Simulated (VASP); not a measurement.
Si:

```xyz
2
Lattice="2.7692 0.0000 0.0000 -1.3846 2.3982 0.0000 0.0000 0.0000 4.5221" Properties=species:S:1:pos:R:3 pbc="T T T"
Si    0.0000    1.5988    1.1305
Si    1.3846    0.7994    3.3915
```

This isn't the form of Si at room conditions, which is diamond.

```yaml
Program: VASP 6.6.1
Task: relaxation of cell and atoms
Functional: PBE
Potentials_or_basis: VASP PAW PBE potentials, release 64 (Si)
Cutoff: 600 eV
k_mesh: 13 × 13 × 7
Occupations: fermi-dirac, width 0.1 eV
Spin: no spin polarisation
```

At the start: pressure -3.5 GPa; volume 15.02 Å³/atom.

Q: Where does the relaxation end?

A: Over 9 steps the energy falls by 8.1 meV/atom and the volume is 14.38 Å³/atom (-4.3 %); space group P6_3/mmc (No. 194, to 0.1 Å) before and after.

Step by step:
```
step  energy change (eV)  largest force (eV/Å)  pressure (GPa)  volume (Å³)
   1              0.0000                0.0000           -3.48        30.03
   2             -0.0145                0.0000            0.33        28.64
   3             -0.0146                0.0000            0.03        28.74
   4             -0.0146                0.0000           -0.05        28.76
   5             -0.0148                0.0000           -0.05        28.76
   6             -0.0153                0.0000           -0.03        28.76
   7             -0.0160                0.0000            0.01        28.75
   8             -0.0143                0.0000            0.10        28.73
   9             -0.0162                0.0000            0.03        28.75
```

Final structure:
```cif
data_structure
_symmetry_space_group_name_H-M 'P 1'
_symmetry_Int_Tables_number 1
_cell_length_a 2.7005
_cell_length_b 2.7005
_cell_length_c 4.5523
_cell_angle_alpha 90.000
_cell_angle_beta 90.000
_cell_angle_gamma 120.000
_cell_volume 28.75
loop_
_atom_site_label
_atom_site_type_symbol
_atom_site_fract_x
_atom_site_fract_y
_atom_site_fract_z
_atom_site_occupancy
Si1 Si 0.33333 0.66667 0.25000 1
Si2 Si 0.66667 0.33333 0.75000 1
```
